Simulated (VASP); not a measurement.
Crystal: EuS.

```
Eu S
1.0
     0.00000    2.97850    2.97850
     2.97850    0.00000    2.97850
     2.97850    2.97850    0.00000
Eu S
1 1
Cartesian
  0.0000 0.0000 0.0000
  2.9785 2.9785 2.9785
```

| Item | Value |
| --- | --- |
| Program | VASP 6.6.1 |
| Task | relaxation of cell and atoms |
| Functional | PBE |
| Dispersion | D3(BJ) |
| Potentials or basis | VASP PAW PBE potentials, release 64 (Eu, S) |
| Cutoff | 600 eV |
| k mesh | 9 × 9 × 9 |
| Occupations | fermi-dirac, width 0.1 eV |
| Spin | collinear spin, ferromagnetic start |
| Starting moments | [9.1, 0.0] μB |

At the start: pressure -4.9 GPa; volume 26.42 Å³/atom.

Q: How do energy, volume and symmetry change on relaxing?

A: Over 3 steps the energy falls by 44.4 meV/atom and the volume is 23.78 Å³/atom (-10.0 %); space group Fm-3m (No. 225, to 0.1 Å) before and after; moment 6.90 μB per cell.

Step by step:
```tsv
step	energy change (eV)	largest force (eV/Å)	pressure (GPa)	volume (Å³)
1	0.0000	0.0000	-4.90	52.85
2	-0.0871	0.0000	0.86	46.91
3	-0.0888	0.0000	0.01	47.56
```

Final structure:
```
CELL_PARAMETERS angstrom
0.00000 2.87568 2.87568
2.87568 0.00000 2.87568
2.87568 2.87568 0.00000
ATOMIC_POSITIONS crystal
Eu 0.00000 0.00000 0.00000
S 0.50000 0.50000 0.50000
```

Caveat: a cell with one magnetic atom can't hold antiferromagnetic order, which such compounds often take; semilocal functionals describe open f shells poorly, which spoils levels, moments and volumes.
